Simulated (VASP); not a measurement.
Set up this calculation in VASP 6.6.1, as the native input.

```yaml
Task: single point
Functional: PBEsol
Potentials_or_basis: VASP PAW PBE potentials, release 64 (Cu)
Cutoff: 520 eV
k_mesh: 13 × 13 × 13
Occupations: fermi-dirac, width 0.05 eV
Spin: no spin polarisation
Dipole_correction: no
Further_INCAR_settings: ALGO = Normal; EDIFF = 1e-07; NBANDS = 12
```

The structure of Cu lies in POSCAR:

```
Cu
1.0
   -1.3739554451      1.3739554451      1.3668600446
    1.3739554451     -1.3739554451      1.3668600446
    1.3739554451      1.3739554451     -1.3668600446
Cu
1
Direct
    0.0000000000      0.0000000000      0.0000000000
```

The input as run:

INCAR

```
ALGO = Normal
EDIFF = 1E-7
ENCUT = 520
GGA = PS
ISIF = 2
ISMEAR = -1
LASPH = True
LCHARG = True
LELF = True
LREAL = False
LVHAR = True
LWAVE = False
NBANDS = 12
NELM = 100
PREC = Accurate
SIGMA = 0.05
```

KPOINTS

```
k-points
0
Gamma
  13 13 13
```

Potentials or basis: VASP PAW PBE potentials, release 64 (Cu).

Command:

```sh
$ cat potpaw_PBE.64/Cu/POTCAR > POTCAR
$ mpirun -np 1 vasp_std > vasp.out
```

It gave:

```
Pressure : 20.7 GPa
```

Caveat: the PAW data sets were made with another functional, which shifts forces and pressure a little.

Wall time 11 s on 1 thread of Intel(R) Xeon(R) Platinum 8488C (Sapphire Rapids) (shared host), peak memory 0.13 GiB.
